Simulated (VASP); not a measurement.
# Cu (P6_3/mmc) in VASP: notebook, part 2 of 2

VASP 6.6.1. The steps go on from the part before.

**3. Single point, RPBE (volume scaled by 1.04)**

File INCAR:

```
ALGO = Normal
EDIFF = 1E-7
ENCUT = 520
GGA = RP
ISIF = 2
ISMEAR = -1
LASPH = T
LCHARG = F
LREAL = F
LWAVE = F
NBANDS = 30
NELM = 60
PREC = Accurate
SIGMA = 0.1
```

File KPOINTS:

```
k-points
0
Gamma
  16 16 5
```

File POSCAR:

```
Cu
1.0
    2.6327434505      0.0000000000      0.0000000000
   -1.3163717252      2.2800227098      0.0000000000
    0.0000000000      0.0000000000      8.5957120715
Cu
4
Direct
    1.0000000000      1.0000000000      0.0000000000
    1.0000000000      0.0000000000      0.5000000000
    0.3333333333      0.6666666667      0.2500000000
    0.6666666667      0.3333333333      0.7500000000
```

Potentials or basis: VASP PAW PBE potentials, release 64 (Cu).

Command:

```
cat potpaw_PBE.64/Cu/POTCAR > POTCAR
mpirun -np 1 vasp_std > vasp.out
```

OUTCAR:

```text
EDIFF = 1E-7
   ENCUT = 520
   GGA = RP
   ISIF = 2
   ISMEAR = -1
   LASPH = T
   LREAL = F
   NELM = 60
   PREC = Accurate

 ion  position               nearest neighbor table
   1  0.000  0.000  0.000-   3 2.63   4 2.63   3 2.63   4 2.63   4 2.63   3 2.63
   2  0.000  0.000  0.500-   3 2.63   4 2.63   3 2.63   4 2.63   4 2.63   3 2.63
   3  0.333  0.667  0.250-   1 2.63   2 2.63   1 2.63   2 2.63   1 2.63   2 2.63
   4  0.667  0.333  0.750-   1 2.63   2 2.63   1 2.63   2 2.63   1 2.63   2 2.63

  LATTYP: Found a hexagonal cell.
 ALAT       =     2.6327434505
 C/A-ratio  =     3.2649258210

  Lattice vectors:

 A1 = (   2.6327434505,   0.0000000000,   0.0000000000)
 A2 = (  -1.3163717252,   2.2800227098,   0.0000000000)
 A3 = (   0.0000000000,   0.0000000000,   8.5957120715)

Analysis of symmetry for initial positions (statically):
=====================================================================
 Subroutine PRICEL returns:
 Original cell was already a primitive cell.

 Routine SETGRP: Setting up the symmetry group for a
 hexagonal supercell.

 Subroutine GETGRP returns: Found 24 space group operations
 (whereof 12 operations were pure point group operations)
 out of a pool of 24 trial point group operations.

The static configuration has the point symmetry D_3d.
 The point group associated with its full space group is D_6h.

Analysis of symmetry for dynamics (positions and initial velocities):
=====================================================================
 Subroutine PRICEL returns:
 Original cell was already a primitive cell.

 Routine SETGRP: Setting up the symmetry group for a
 hexagonal supercell.

 Subroutine GETGRP returns: Found 24 space group operations
 (whereof 12 operations were pure point group operations)
 out of a pool of 24 trial point group operations.

The dynamic configuration has the point symmetry D_3d.
 The point group associated with its full space group is D_6h.

 Subroutine INISYM returns: Found 24 space group operations
 (whereof 12 operations are pure point group operations),
 and found     1 'primitive' translations

----------------------------------------------------------------------------------------

                                     Primitive cell

  volume of cell :      51.5976

  direct lattice vectors                    reciprocal lattice vectors
     2.632743451  0.000000000  0.000000000     0.379831920  0.219296061  0.000000000
    -1.316371725  2.280022710  0.000000000     0.000000000  0.438592123  0.000000000
     0.000000000  0.000000000  8.595712071     0.000000000  0.000000000  0.116337075

  length of vectors
     2.632743451  2.632743450  8.595712071     0.438592123  0.438592123  0.116337075

  position of ions in fractional coordinates (direct lattice)
     0.000000000  0.000000000  0.000000000
     0.000000000  0.000000000  0.500000000
     0.333333333  0.666666667  0.250000000
     0.666666667  0.333333333  0.750000000

  ion indices of the primitive-cell ions
   primitive index   ion index
                 1           1
                 2           2
                 3           3
                 4           4

----------------------------------------------------------------------------------------

 KPOINTS: k-points

Automatic generation of k-mesh.
 Grid dimensions read from file:
 generate k-points for:   16   16    5

 Generating k-lattice:

  Cartesian coordinates                     Fractional coordinates (reciprocal lattice)
     0.023739495  0.013706004  0.000000000     0.062500000  0.000000000  0.000000000
     0.000000000  0.027412008  0.000000000     0.000000000  0.062500000  0.000000000
     0.000000000  0.000000000  0.023267415     0.000000000  0.000000000  0.200000000

  Length of vectors
     0.027412008  0.027412008  0.023267415

  Shift w.r.t. Gamma in fractional coordinates (k-lattice)
     0.000000000  0.000000000  0.000000000

 Subroutine IBZKPT returns following result:
 ===========================================

 Found     90 irreducible k-points:

 Following reciprocal coordinates:
            Coordinates               Weight
  0.000000  0.000000  0.000000      1.000000
  0.062500 -0.000000  0.000000      6.000000
  0.125000 -0.000000  0.000000      6.000000
  0.187500 -0.000000  0.000000      6.000000
  0.250000 -0.000000  0.000000      6.000000
  0.312500 -0.000000  0.000000      6.000000
[... 16 lines left out ...]
  0.187500  0.187500  0.000000      6.000000
  0.250000  0.187500  0.000000     12.000000
 [... further k-points ...]
   k-points           NKPTS =     90   k-points in BZ     NKDIM =     90   number of bands    NBANDS=     30
   number of dos      NEDOS =    301   number of ions     NIONS =      4
   total plane-waves  NPLWV =  25600
   dimension x,y,z NGX =    20 NGY =   20 NGZ =   64
   dimension x,y,z NGXF=    40 NGYF=   40 NGZF=  128
   ions per type =               4
   NGX,Y,Z   is equivalent  to a cutoff of  12.63, 12.63, 12.38 a.u.
   NGXF,Y,Z  is equivalent  to a cutoff of  25.26, 25.26, 24.76 a.u.
 SYSTEM =  unknown system
   PREC   = accura    normal or accurate (medium, high low for compatibility)
   ISTART =      0    job   : 0-new  1-cont  2-samecut
   ICHARG =      2    charge: 1-file 2-atom 10-const
   ISPIN  =      1    spin polarized calculation?
   LNONCOLLINEAR =      F non collinear calculations
   LSORBIT =      F    spin-orbit coupling
   LASPH  =      T    aspherical Exc in radial PAW
   ENCUT  =  520.0 eV  38.22 Ry    6.18 a.u.   4.90  4.90 15.98*2*pi/ulx,y,z
   NELM   =     60;   NELMIN=  2; NELMDL= -5     # of ELM steps
   EDIFF  = 0.1E-06   stopping-criterion for ELM
   LREAL  =      F    real-space projection
   EDIFFG = 0.1E-05   stopping-criterion for IOM
   NSW    =      0    number of steps for IOM
   IBRION =     -1    ionic relax: 0-MD 1-quasi-New 2-CG
   NFREE  =      0    steps in history (QN), initial steepest desc. (CG)
   ISIF   =      2    stress and relaxation
   ISYM   =      2    0-nonsym 1-usesym 2-fastsym
   POTIM  = 0.5000    time-step for ionic-motion
   TEBEG  =    0.0;   TEEND  =   0.0 temperature during run
   PSTRESS=    0.0 pullay stress
   NELECT =      44.0000    total number of electrons
   NUPDOWN=      -1.0000    fix difference up-down
   EMIN   =  10.00;   EMAX   =-10.00  energy-range for DOS
   EFERMI =   0.00;   METHOD = LEGACY
   ISMEAR =    -1;   SIGMA  =   0.10  broadening in eV -4-tet -1-fermi 0-gaus
   EFERMI_NEDOS =   21; number of points for ismear=-14 and -15
   IALGO  =     38    algorithm
   IMIX   =      4    mixing-type and parameters
     AMIX     =   0.40;   BMIX     =  1.00
     AMIX_MAG =   1.60;   BMIX_MAG =  1.00
  volume/ion in A,a.u.               =      12.90        87.05
  Fermi-wavevector in a.u.,A,eV,Ry     =   1.552444  2.933693 32.791150  2.410082
  Thomas-Fermi vector in A             =   2.656818
   LORBIT       =      0    0 simple, 1 ext, 2 COOP (PROOUT), +10 PAW based schemes
   GGA     = RP    functional components
   LHFCALC =     F    Hartree Fock is set to
   AEXX    =    0.0000 exact exchange contribution
   IVDW    =     0    specifies the selected vdW correction
   LEPSILON=     F    determine dielectric tensor
   LRPA    =     F    only Hartree local field effects (RPA)
 non-spin polarized calculation
  energy-cutoff  :      520.00
  volume of cell :       51.60
 maximum number of plane-waves:      1416
 NGX is ok and might be reduce to    20
   NGX =  9   NGY =  9   NGZ = 31

 number of electron      43.9999998 magnetization

 Free energy of the ion-electron system (eV)
  ---------------------------------------------------
  ext. energy  EPLUGINS =         0.00000000
  ---------------------------------------------------
  free energy    TOTEN  =       -13.00463626 eV

  energy without entropy =      -12.95918707  energy(sigma->0) =      -12.98191167

 E-fermi :   6.6678     XC(G=0): -12.0834

 val. band max:        6.6559183934   @ k =   0.1875   0.1250   0.4000
 cond. band min:       6.6720806234   @ k =   0.5000  -0.0000   0.4000
 fundamental gap:      0.0161622299
 Fermi energy:         6.6678195741

 k-point     1 :       0.0000    0.0000    0.0000
  band No.  band energies     occupation
      1      -1.9914      2.00000
      2       0.0098      2.00000
      3       0.0164      2.00000
      4       2.1033      2.00000
      5       3.7255      2.00000
      6       3.7282      2.00000
[... 781 lines left out ...]
     29      15.5566      0.00000
     30      17.1683      0.00000

 [... further k-points ...]
[... 5 lines left out ...]
  --------------------------------------------------------------------------------------
  -------------------------------------------------------------------------------------
  Total       -1.2493799     -1.2493799     -1.2398777     -0.0000000      0.0000000      0.0000000
  in kB      -38.7949789    -38.7949790    -38.4999215     -0.0000000      0.0000000      0.0000000
  external PRESSURE =     -38.6966265 kB  Pullay stress =       0.0000000 kB

 VOLUME and BASIS-vectors are now :
 -----------------------------------------------------------------------------
  energy-cutoff  :      520.00
  volume of cell :       51.60
      direct lattice vectors                 reciprocal lattice vectors
     2.632743451  0.000000000  0.000000000     0.379831920  0.219296061  0.000000000
    -1.316371725  2.280022710  0.000000000     0.000000000  0.438592123  0.000000000
     0.000000000  0.000000000  8.595712071     0.000000000  0.000000000  0.116337075

 POSITION                                       TOTAL-FORCE (eV/Angst)
 -----------------------------------------------------------------------------------
      0.00000      0.00000      0.00000        -0.000000      0.000000      0.000000
      0.00000      0.00000      4.29786        -0.000000      0.000000      0.000000
     -0.00000      1.52002      2.14893        -0.000000      0.000000      0.000000
      1.31637      0.76001      6.44678         0.000000     -0.000000     -0.000000
 -----------------------------------------------------------------------------------
    total drift:                                0.000000     -0.000000      0.000000

  FREE ENERGIE OF THE ION-ELECTRON SYSTEM (eV)
  ---------------------------------------------------
  free  energy   TOTEN  =       -13.0046362606 eV

  energy  without entropy=      -12.9591870727  energy(sigma->0) =      -12.98191167
```

OSZICAR:

```text
N       E                     dE             d eps       ncg     rms          rms(c)
DAV:   1     0.339331995642E+03    0.33933E+03   -0.19932E+04  5624   0.257E+03
DAV:   2     0.149392758010E+02   -0.32439E+03   -0.31279E+03  5400   0.392E+02
DAV:   3    -0.152743673814E+02   -0.30214E+02   -0.28578E+02  5988   0.166E+02
DAV:   4    -0.160480226319E+02   -0.77366E+00   -0.77212E+00  6244   0.358E+01
DAV:   5    -0.160568576365E+02   -0.88350E-02   -0.88344E-02  7056   0.367E+00    0.143E+01
DAV:   6    -0.144502070668E+02    0.16067E+01   -0.27838E+01  6048   0.110E+02    0.807E+00
DAV:   7    -0.130312795533E+02    0.14189E+01   -0.56128E+00  6168   0.479E+01    0.796E-01
DAV:   8    -0.130174159397E+02    0.13864E-01   -0.12238E-01  7508   0.512E+00    0.888E-01
DAV:   9    -0.130080996587E+02    0.93163E-02   -0.12582E-02  6366   0.343E+00    0.489E-01
DAV:  10    -0.130045455611E+02    0.35541E-02   -0.16862E-02  6348   0.266E+00    0.532E-02
DAV:  11    -0.130046401287E+02   -0.94568E-04   -0.11289E-03  6762   0.581E-01    0.181E-02
DAV:  12    -0.130046396693E+02    0.45944E-06   -0.29754E-05  7036   0.137E-01    0.169E-02
DAV:  13    -0.130046360729E+02    0.35964E-05   -0.19948E-05  6288   0.868E-02    0.303E-03
DAV:  14    -0.130046367031E+02   -0.63019E-06   -0.12026E-06  6458   0.128E-02    0.196E-03
DAV:  15    -0.130046362557E+02    0.44737E-06   -0.20754E-07  4004   0.148E-02    0.529E-04
DAV:  16    -0.130046362606E+02   -0.48913E-08   -0.75593E-08  3624   0.626E-03
   1 F= -.13004636E+02 E0= -.12981912E+02  d E =-.454492E-01
```

Run time: 78 s. Hardware: 1 thread of AMD EPYC 9R45 (Zen 5), shared host; peak memory 0.2 GiB.

Results:

```yaml
Free_energy: -13.0046 eV
Pressure: -3.9 GPa
Band_gap_on_the_k_mesh: zero (band 22 reaches 10.01 eV, above the bottom of band 23 at 5.04 eV)
```

Caveat: the PAW data sets were made with another functional, which shifts forces and pressure a little.
